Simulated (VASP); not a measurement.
# Rh (Fm-3m) in VASP: a series of runs

The runs below take Rh through single point, with PBE.

Program: VASP 6.6.1. These are calculated values, not measurements. Logs are shortened: lines on timing, memory, paths and dates and some standing lists are left out, and cuts for length are marked.

### 1 The cell of the first run

It takes space group Fm-3m (No. 225, cubic). The conventional cell has a = 3.830 Å, b = 3.830 Å, c = 3.830 Å, α = 90.00°, β = 90.00°, γ = 90.00°. Rh (site symmetry m-3m) has 12 Rh at 2.71 Å within 3.6 Å.

### 2 Single point, PBE

INCAR reads:

```
ALGO = Normal
EDIFF = 1E-6
ENCUT = 520
GGA = PE
ISIF = 2
ISMEAR = 0
LASPH = T
LCHARG = T
LELF = T
LREAL = F
LVHAR = T
LWAVE = F
NBANDS = 14
NELM = 60
PREC = Accurate
SIGMA = 0.1
```

KPOINTS reads:

```
k-points
0
Gamma
  18 18 18
```

POSCAR reads:

```
Rh
1.0
    0.0000000000      1.9148743129      1.9148743129
    1.9148743129      0.0000000000      1.9148743129
    1.9148743129      1.9148743129      0.0000000000
Rh
1
Direct
    0.0000000000      0.0000000000      0.0000000000
```

Potentials or basis: VASP PAW PBE potentials, release 64 (Rh_pv).

The run is started by

```console
> cat potpaw_PBE.64/Rh_pv/POTCAR > POTCAR
> mpirun -np 1 vasp_std > vasp.out
```

OUTCAR:

```text
EDIFF = 1E-6
   ENCUT = 520
   GGA = PE
   ISIF = 2
   ISMEAR = 0
   LASPH = T
   LREAL = F
   NELM = 60
   PREC = Accurate

 ion  position               nearest neighbor table
   1  0.000  0.000  0.000-

  LATTYP: Found a face centered cubic cell.
 ALAT       =     3.8297486258

  Lattice vectors:

 A1 = (   0.0000000000,   1.9148743129,   1.9148743129)
 A2 = (   1.9148743129,   0.0000000000,   1.9148743129)
 A3 = (   1.9148743129,   1.9148743129,   0.0000000000)

Analysis of symmetry for initial positions (statically):
=====================================================================
 Subroutine PRICEL returns:
 Original cell was already a primitive cell.

 Routine SETGRP: Setting up the symmetry group for a
 face centered cubic supercell.

 Subroutine GETGRP returns: Found 48 space group operations
 (whereof 48 operations were pure point group operations)
 out of a pool of 48 trial point group operations.

The static configuration has the point symmetry O_h .

Analysis of symmetry for dynamics (positions and initial velocities):
=====================================================================
 Subroutine PRICEL returns:
 Original cell was already a primitive cell.

 Routine SETGRP: Setting up the symmetry group for a
 face centered cubic supercell.

 Subroutine GETGRP returns: Found 48 space group operations
 (whereof 48 operations were pure point group operations)
 out of a pool of 48 trial point group operations.

The dynamic configuration has the point symmetry O_h .

 Subroutine INISYM returns: Found 48 space group operations
 (whereof 48 operations are pure point group operations),
 and found     1 'primitive' translations

----------------------------------------------------------------------------------------

                                     Primitive cell

  volume of cell :      14.0427

  direct lattice vectors                    reciprocal lattice vectors
     0.000000000  1.914874313  1.914874313    -0.261113743  0.261113743  0.261113743
     1.914874313  0.000000000  1.914874313     0.261113743 -0.261113743  0.261113743
     1.914874313  1.914874313  0.000000000     0.261113743  0.261113743 -0.261113743

  length of vectors
     2.708041224  2.708041224  2.708041224     0.452262270  0.452262270  0.452262270

  position of ions in fractional coordinates (direct lattice)
     0.000000000  0.000000000  0.000000000

  ion indices of the primitive-cell ions
   primitive index   ion index
                 1           1

----------------------------------------------------------------------------------------

 KPOINTS: k-points

Automatic generation of k-mesh.
 Grid dimensions read from file:
 generate k-points for:   18   18   18

 Generating k-lattice:

  Cartesian coordinates                     Fractional coordinates (reciprocal lattice)
    -0.014506319  0.014506319  0.014506319     0.055555556  0.000000000  0.000000000
     0.014506319 -0.014506319  0.014506319     0.000000000  0.055555556  0.000000000
     0.014506319  0.014506319 -0.014506319     0.000000000  0.000000000  0.055555556

  Length of vectors
     0.025125682  0.025125682  0.025125682

  Shift w.r.t. Gamma in fractional coordinates (k-lattice)
     0.000000000  0.000000000  0.000000000

 Subroutine IBZKPT returns following result:
 ===========================================

 Found    195 irreducible k-points:

 Following reciprocal coordinates:
            Coordinates               Weight
  0.000000  0.000000  0.000000      1.000000
  0.055556  0.000000  0.000000      8.000000
  0.111111  0.000000  0.000000      8.000000
  0.166667  0.000000  0.000000      8.000000
  0.222222  0.000000  0.000000      8.000000
  0.277778  0.000000  0.000000      8.000000
[... 16 lines left out ...]
 -0.277778  0.055556  0.000000     24.000000
 -0.222222  0.055556  0.000000     24.000000
 [... further k-points ...]
   k-points           NKPTS =    195   k-points in BZ     NKDIM =    195   number of bands    NBANDS=     14
   number of dos      NEDOS =    301   number of ions     NIONS =      1
   total plane-waves  NPLWV =   8000
   dimension x,y,z NGX =    20 NGY =   20 NGZ =   20
   dimension x,y,z NGXF=    40 NGYF=   40 NGZF=   40
   ions per type =               1
   NGX,Y,Z   is equivalent  to a cutoff of  12.28, 12.28, 12.28 a.u.
   NGXF,Y,Z  is equivalent  to a cutoff of  24.56, 24.56, 24.56 a.u.
 SYSTEM =  unknown system
   PREC   = accura    normal or accurate (medium, high low for compatibility)
   ISTART =      0    job   : 0-new  1-cont  2-samecut
   ICHARG =      2    charge: 1-file 2-atom 10-const
   ISPIN  =      1    spin polarized calculation?
   LNONCOLLINEAR =      F non collinear calculations
   LSORBIT =      F    spin-orbit coupling
   LASPH  =      T    aspherical Exc in radial PAW
   ENCUT  =  520.0 eV  38.22 Ry    6.18 a.u.   5.04  5.04  5.04*2*pi/ulx,y,z
   NELM   =     60;   NELMIN=  2; NELMDL= -5     # of ELM steps
   EDIFF  = 0.1E-05   stopping-criterion for ELM
   LREAL  =      F    real-space projection
   EDIFFG = 0.1E-04   stopping-criterion for IOM
   NSW    =      0    number of steps for IOM
   IBRION =     -1    ionic relax: 0-MD 1-quasi-New 2-CG
   NFREE  =      0    steps in history (QN), initial steepest desc. (CG)
   ISIF   =      2    stress and relaxation
   ISYM   =      2    0-nonsym 1-usesym 2-fastsym
   POTIM  = 0.5000    time-step for ionic-motion
   TEBEG  =    0.0;   TEEND  =   0.0 temperature during run
   PSTRESS=    0.0 pullay stress
   NELECT =      15.0000    total number of electrons
   NUPDOWN=      -1.0000    fix difference up-down
   EMIN   =  10.00;   EMAX   =-10.00  energy-range for DOS
   EFERMI =   0.00;   METHOD = LEGACY
   ISMEAR =     0;   SIGMA  =   0.10  broadening in eV -4-tet -1-fermi 0-gaus
   EFERMI_NEDOS =   21; number of points for ismear=-14 and -15
   IALGO  =     38    algorithm
   IMIX   =      4    mixing-type and parameters
     AMIX     =   0.40;   BMIX     =  1.00
     AMIX_MAG =   1.60;   BMIX_MAG =  1.00
  volume/ion in A,a.u.               =      14.04        94.76
  Fermi-wavevector in a.u.,A,eV,Ry     =   1.673484  3.162427 38.103792  2.800550
  Thomas-Fermi vector in A             =   2.758447
   LORBIT       =      0    0 simple, 1 ext, 2 COOP (PROOUT), +10 PAW based schemes
   GGA     = PE    functional components
   LHFCALC =     F    Hartree Fock is set to
   AEXX    =    0.0000 exact exchange contribution
   IVDW    =     0    specifies the selected vdW correction
   LEPSILON=     F    determine dielectric tensor
   LRPA    =     F    only Hartree local field effects (RPA)
 non-spin polarized calculation
 Gauss-broadening in eV      SIGMA  =   0.10
  energy-cutoff  :      520.00
  volume of cell :       14.04
 maximum number of plane-waves:       388
   NGX =  9   NGY =  9   NGZ =  9

 number of electron      15.0000003 magnetization

 Free energy of the ion-electron system (eV)
  ---------------------------------------------------
  ext. energy  EPLUGINS =         0.00000000
  ---------------------------------------------------
  free energy    TOTEN  =        -7.26168586 eV

  energy without entropy =       -7.25452382  energy(sigma->0) =       -7.25810484

 E-fermi :  11.5214     XC(G=0): -13.8963

 val. band max:       11.5212168845   @ k =   0.5000   0.3889   0.0556
 cond. band min:      11.5293344082   @ k =  -0.4444   0.3333   0.1667
 fundamental gap:      0.0081175237
 Fermi energy:        11.5213997350

 k-point     1 :       0.0000    0.0000    0.0000
  band No.  band energies     occupation
      1     -34.8297      2.00000
      2     -34.8297      2.00000
      3     -34.8297      2.00000
      4       3.7160      2.00000
      5       8.5380      2.00000
      6       8.5380      2.00000
      7       8.5380      2.00000
      8      10.5539      2.00000
      9      10.5539      2.00000
     10      27.5289      0.00000
     11      32.1018      0.00000
     12      32.8695      0.00000
     13      32.8695      0.00000
     14      32.8695      0.00000

 k-point     2 :       0.0556    0.0000    0.0000
  band No.  band energies     occupation
      1     -34.8508      2.00000
      2     -34.8325      2.00000
      3     -34.8325      2.00000
      4       3.8382      2.00000
      5       8.4845      2.00000
      6       8.5854      2.00000
      7       8.5854      2.00000
      8      10.5275      2.00000
      9      10.5275      2.00000
     10      27.7025      0.00000
     11      32.0923      0.00000
     12      32.1776      0.00000
     13      33.0446      0.00000
     14      33.0446      0.00000

 k-point     3 :       0.1111    0.0000    0.0000
  band No.  band energies     occupation
      1     -34.9116      2.00000
      2     -34.8408      2.00000
      3     -34.8408      2.00000
      4       4.1893      2.00000
      5       8.3505      2.00000
      6       8.7093      2.00000
      7       8.7093      2.00000
      8      10.4709      2.00000
      9      10.4709      2.00000
     10      28.1627      0.00000
     11      30.7150      0.00000
     12      32.1021      0.00000
     13      33.5524      0.00000
     14      33.5524      0.00000
[... 324 lines left out ...]
 k-point    23 :      -0.2778    0.0556    0.0000
  band No.  band energies     occupation
      1     -35.2712      2.00000
      2     -34.9137      2.00000
      3     -34.8841      2.00000
      4       5.7928      2.00000
      5       8.6673      2.00000
      6       8.8677      2.00000
      7       8.8782      2.00000
      8      10.7318      2.00000
      9      11.4656      1.57029
     10      25.0416      0.00000
     11      28.7014      0.00000
     12      32.1009      0.00000
     13      33.8783      0.00000
     14      36.4385      0.00000

 k-point    24 :      -0.2222    0.0556    0.0000
  band No.  band energies     occupation
      1     -35.1576      2.00000
      2     -34.8968      2.00000
      3     -34.8673      2.00000
      4       5.5253      2.00000
      5       8.2046      2.00000
      6       8.9176      2.00000
      7       8.9685      2.00000
      8      10.3720      2.00000
      9      11.0293      2.00000
     10      26.8290      0.00000
     11      29.1397      0.00000
     12      32.1010      0.00000
     13      34.1760      0.00000
     14      36.0410      0.00000

 [... further k-points ...]

------------------------ aborting loop because EDIFF is reached ----------------------------------------

  FORCE on cell =-STRESS in cart. coord.  units (eV):
  Direction    XX          YY          ZZ          XY          YZ          ZX
  --------------------------------------------------------------------------------------
  -------------------------------------------------------------------------------------
  Total        0.0058194      0.0058194      0.0058194      0.0000000      0.0000000     -0.0000000
  in kB        0.6639542      0.6639542      0.6639542      0.0000000      0.0000000     -0.0000000
  external PRESSURE =       0.6639542 kB  Pullay stress =       0.0000000 kB

 VOLUME and BASIS-vectors are now :
 -----------------------------------------------------------------------------
  energy-cutoff  :      520.00
  volume of cell :       14.04
      direct lattice vectors                 reciprocal lattice vectors
     0.000000000  1.914874313  1.914874313    -0.261113743  0.261113743  0.261113743
     1.914874313  0.000000000  1.914874313     0.261113743 -0.261113743  0.261113743
     1.914874313  1.914874313  0.000000000     0.261113743  0.261113743 -0.261113743

 POSITION                                       TOTAL-FORCE (eV/Angst)
 -----------------------------------------------------------------------------------
      0.00000      0.00000      0.00000         0.000000      0.000000      0.000000
 -----------------------------------------------------------------------------------
    total drift:                                0.000000     -0.000000      0.000000

  FREE ENERGIE OF THE ION-ELECTRON SYSTEM (eV)
  ---------------------------------------------------
  free  energy   TOTEN  =        -7.2616858610 eV

  energy  without entropy=       -7.2545238217  energy(sigma->0) =       -7.25810484
```

Wall time 15 s (1 thread of Intel Xeon 6975P-C (Granite Rapids), shared host); peak memory 0.15 GiB.

Results:

- Free energy: -7.2617 eV
- Pressure: 0.1 GPa

Levels at points of the mesh, in eV from the Fermi level:
| k point | band 4 | band 5 | band 6 | band 7 | band 8 | band 9 | band 10 | band 11 |
| --- | --- | --- | --- | --- | --- | --- | --- | --- |
| (0.00, 0.00, 0.00) | -7.81 | -2.98 | -2.98 | -2.98 | -0.97 | -0.97 | 16.01 | 20.58 |
| (0.50, 0.00, 0.00) | -5.95 | -3.06 | -3.06 | 0.54 | 0.54 | 0.75 | 8.42 | 15.50 |
| (0.50, 0.50, 0.00) | -6.12 | -5.76 | 0.51 | 0.94 | 0.94 | 3.24 | 12.00 | 13.20 |

### 3 Single point, PBE

This run uses another cell than the first one: it holds 4 atoms, not 1.

INCAR reads:

```
SYSTEM = Rh
PREC = Accurate ; ENCUT = 520
EDIFF = 1E-6 ; ISMEAR = 0
SIGMA = 0.15 ; LREAL = .FALSE.
LASPH = .TRUE. ; NELM = 60
ALGO = Fast ; ISIF = 2
LWAVE = .FALSE. ; LCHARG = .FALSE.
GGA = PE ; NBANDS = 38
```

KPOINTS reads:

```
Automatic mesh
0
G
  10 10 10
  0 0 0
```

POSCAR reads:

```
Rh
1.0
    3.8299308239      0.0000000000      0.0000000000
    0.0000000000     -3.8299308239      0.0000000000
    0.0000000000      0.0000000000     -3.8299308239
Rh
4
Direct
    0.0000000000      0.5000000000      0.5000000000
    0.5000000000      0.0000000000      0.5000000000
    0.5000000000      0.5000000000      0.0000000000
    0.0000000000      0.0000000000      0.0000000000
```

Potentials or basis: VASP PAW PBE potentials, release 64 (Rh_pv).

The run is started by

```console
> cat potpaw_PBE.64/Rh_pv/POTCAR > POTCAR
> mpirun -np 1 vasp_std > vasp.out
```

Wall time 47 s (1 thread of Intel Xeon 6975P-C (Granite Rapids), shared host); peak memory 0.2 GiB.

The run converged. Its results:

- Free energy: -29.0633 eV
- Pressure: 0.2 GPa
- Band gap on the k mesh: zero (band 30 reaches 12.47 eV, above the bottom of band 31 at 10.46 eV)

Levels at points of the mesh, in eV from the Fermi level:
| k point | band 26 | band 27 | band 28 | band 29 | band 30 | band 31 | band 32 | band 33 | band 34 | band 35 |
| --- | --- | --- | --- | --- | --- | --- | --- | --- | --- | --- |
| (0.00, 0.00, 0.00) | 0.53 | 0.53 | 0.96 | 0.96 | 0.96 | 0.96 | 0.96 | 0.96 | 3.25 | 3.25 |
| (0.50, 0.00, 0.00) | -1.40 | -1.40 | -1.40 | -1.15 | -1.15 | -0.25 | -0.25 | 0.96 | 0.96 | 9.48 |
| (0.50, 0.50, 0.00) | -1.82 | -1.82 | -1.82 | -1.05 | -1.05 | -1.05 | -1.05 | 2.99 | 2.99 | 2.99 |
| (0.50, 0.50, 0.50) | 0.56 | 0.56 | 0.56 | 0.56 | 0.56 | 0.56 | 0.56 | 0.76 | 0.76 | 0.76 |

### 4 Single point, PBE

This run uses another cell than the first one: it holds 2 atoms, not 1.

INCAR reads:

```
SYSTEM = Rh
PREC = Accurate
ENCUT = 520
EDIFF = 1E-6
ISMEAR = 0
SIGMA = 0.15
LREAL = .False.
LASPH = .True.
NELM = 60
ALGO = Normal
ISIF = 2
LWAVE = .False.
LCHARG = .False.
GGA = PE
NBANDS = 22
```

KPOINTS reads:

```
Automatic mesh
0
Gamma
  12 12 10
  0 0 0
```

POSCAR reads:

```
Rh
1.0
    0.0000000000     -1.9149654119     -1.9149654119
    0.0000000000      1.9149654119     -1.9149654119
    3.8299308239      0.0000000000      0.0000000000
Rh
2
Direct
    0.5000000000      0.5000000000      0.5000000000
    0.0000000000      0.0000000000      0.0000000000
```

The run is started by

```console
> cat potpaw_PBE.64/Rh_pv/POTCAR > POTCAR
> mpirun -np 1 vasp_std > vasp.out
```

Wall time 31 s (1 thread of Intel Xeon 6975P-C (Granite Rapids), shared host); peak memory 0.18 GiB.

Results (log left out):

* Free energy: -14.5317 eV
* Pressure: 0.1 GPa
* Band gap on the k mesh: zero (band 15 reaches 12.46 eV, above the bottom of band 16 at 10.10 eV)

Levels at points of the mesh, in eV from the Fermi level:
```csv
k point,band 11,band 12,band 13,band 14,band 15,band 16,band 17,band 18,band 19,band 20
"(0.00, 0.00, 0.00)",-2.97,-2.97,-0.96,-0.96,0.52,0.95,0.95,3.25,12.01,13.21
"(0.50, 0.00, 0.00)",-3.34,-3.34,-1.83,-1.83,-1.05,-1.05,2.99,2.99,13.15,13.15
"(0.50, 0.50, 0.00)",0.52,0.52,0.95,0.95,0.95,0.95,3.25,3.25,12.01,12.01
"(0.00, 0.00, 0.50)",-1.86,-1.86,-1.41,-1.41,-1.41,-1.41,-0.26,-0.26,18.25,18.25
"(0.50, 0.00, 0.50)",-3.05,-3.05,0.55,0.55,0.55,0.55,0.77,0.77,8.43,8.43
"(0.50, 0.50, 0.50)",-3.67,-3.67,-1.16,-1.16,0.96,0.96,9.48,9.48,9.48,9.48
```

### 5 Single point, PBE

INCAR reads:

```
ALGO = Normal
EDIFF = 1E-6
ENCUT = 520
GGA = PE
ISIF = 2
ISMEAR = 0
LASPH = T
LCHARG = T
LELF = T
LREAL = F
LVHAR = T
LWAVE = F
NBANDS = 14
NELM = 60
PREC = Accurate
SIGMA = 0.1
```

KPOINTS reads:

```
k-points
0
Gamma
  18 18 18
```

POSCAR reads:

```
Rh
1.0
    0.0000000000      1.9148743105      1.9148743105
    1.9148743105      0.0000000000      1.9148743105
    1.9148743105      1.9148743105      0.0000000000
Rh
1
Direct
    0.0000000000      0.0000000000      0.0000000000
```

The run is started by

```console
> cat potpaw_PBE.64/Rh_pv/POTCAR > POTCAR
> mpirun -np 1 vasp_std > vasp.out
```

It took 17 s on 1 thread of Intel Xeon Platinum 8488C (Sapphire Rapids), shared host; peak memory 0.14 GiB.

It converged, with:

| Property | Result |
| --- | --- |
| Free energy | -7.2617 eV |
| Pressure | 0.1 GPa |

Levels at points of the mesh, in eV from the Fermi level:
| k point | band 3 | band 4 | band 5 | band 6 | band 7 | band 8 | band 9 | band 10 | band 11 | band 12 |
| --- | --- | --- | --- | --- | --- | --- | --- | --- | --- | --- |
| (0.00, 0.00, 0.00) | -46.35 | -7.81 | -2.98 | -2.98 | -2.98 | -0.97 | -0.97 | 16.01 | 20.58 | 21.35 |
| (0.50, 0.00, 0.00) | -46.45 | -5.95 | -3.06 | -3.06 | 0.54 | 0.54 | 0.75 | 8.42 | 15.50 | 20.58 |
| (0.50, 0.50, 0.00) | -46.60 | -6.12 | -5.76 | 0.51 | 0.94 | 0.94 | 3.24 | 12.00 | 13.20 | 13.20 |

### 6 Single point, PBE (strained)

INCAR reads:

```
PREC = Accurate
ENCUT = 520
EDIFF = 1E-7
ISMEAR = 0
SIGMA = 0.1
LREAL = F
LASPH = T
NELM = 60
ALGO = Fast
ISIF = 2
LWAVE = F
LCHARG = F
GGA = PE
NBANDS = 14
```

KPOINTS reads:

```
Automatic mesh
0
Gamma
  18 18 18
```

POSCAR reads:

```
Rh
1.0
    0.0000000000      1.8508736925      1.8508736925
    1.8508736925      0.0000000000      1.8508736925
    1.8508736925      1.8508736925      0.0000000000
Rh
1
Direct
    0.0000000000      0.0000000000      0.0000000000
```

Potentials or basis: VASP PAW PBE potentials, release 64 (Rh_pv).

The run is started by

```console
> cat potpaw_PBE.64/Rh_pv/POTCAR > POTCAR
> mpirun -np 1 vasp_std > vasp.out
```

Run time: 26 s. Hardware: 1 thread of Intel Xeon Platinum 8259CL at 2.50GHz (Skylake/Cascade Lake), shared host; peak memory 0.15 GiB.

It converged, with:

* Free energy: -7.1293 eV
* Pressure: 34.3 GPa

Levels at points of the mesh, in eV from the Fermi level:
| k point | band 5 | band 6 | band 7 | band 8 | band 9 | band 10 |
| --- | --- | --- | --- | --- | --- | --- |
| (0.00, 0.00, 0.00) | -3.50 | -3.50 | -3.50 | -1.13 | -1.13 | 15.90 |
| (0.50, 0.00, 0.00) | -3.60 | -3.60 | 0.65 | 0.65 | 0.65 | 9.51 |
| (0.50, 0.50, 0.00) | -6.73 | 0.62 | 1.13 | 1.13 | 3.38 | 13.35 |

Caveat: the cell differs from its parent crystal (strained).

### 7 Summary

```tsv
cell	k mesh	smearing	gap on the mesh (eV)	pressure (GPa)
a = 2.708 Å, angles 60.0°, 1 atom	18 × 18 × 18	gaussian 0.1 eV	none	0.1
a = 3.830 Å, 4 atoms	10 × 10 × 10	gaussian 0.15 eV	none	0.2
a = 2.708, b = 2.708, c = 3.830 Å, 2 atoms	12 × 12 × 10	gaussian 0.15 eV	none	0.1
a = 2.618 Å, angles 60.0°, 1 atom	18 × 18 × 18	gaussian 0.1 eV	none	34.3
```

Alike in all rows: task single point; level PBE; potentials or basis VASP PAW PBE potentials, release 64 (Rh_pv); no spin polarisation; cutoff (eV) 520.

Absolute energies hang on the potentials; compare differences alone.
